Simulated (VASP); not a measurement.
Here is a VASP 6.6.1 calculation.

The input INCAR:

```
PREC = Accurate
ENCUT = 500
EDIFF = 1E-6
ISMEAR = 0
SIGMA = 0.1
LREAL = False
LASPH = True
NELM = 120
ALGO = Normal
ISIF = 2
LWAVE = False
LCHARG = False
GGA = RP
NBANDS = 16
GGA_COMPAT = False
```

Contents of KPOINTS:

```
Automatic mesh
0
Gamma
  4 4 4
```

File POSCAR:

```
InAs
1.0
    0.0000000000      2.8773040000      2.8773040000
    2.8773040000      0.0000000000      2.8773040000
    2.8773040000      2.8773040000      0.0000000000
In As
1 1
Direct
    0.5000000000      0.5000000000      0.5000000000
    0.0000000000      0.0000000000      0.0000000000
```

Potentials or basis: VASP PAW PBE potentials, release 64 (In_d, As).

Launch:

```bash
$ cat potpaw_PBE.64/In_d/POTCAR potpaw_PBE.64/As/POTCAR > POTCAR
$ mpirun -np 1 vasp_std > vasp.out
```

Question: Predict the pressure.

Answer: 2.6 GPa.

Question: Predict the band gap on the k mesh.

Answer: Zero (band 9 reaches 6.32 eV, above the bottom of band 10 at 3.88 eV).

Caveat: the k points lie up to 0.47 Å⁻¹ apart; the PAW data sets were made with another functional, which shifts forces and pressure a little; spin-orbit coupling is left out, which moves the levels of the heavy elements.
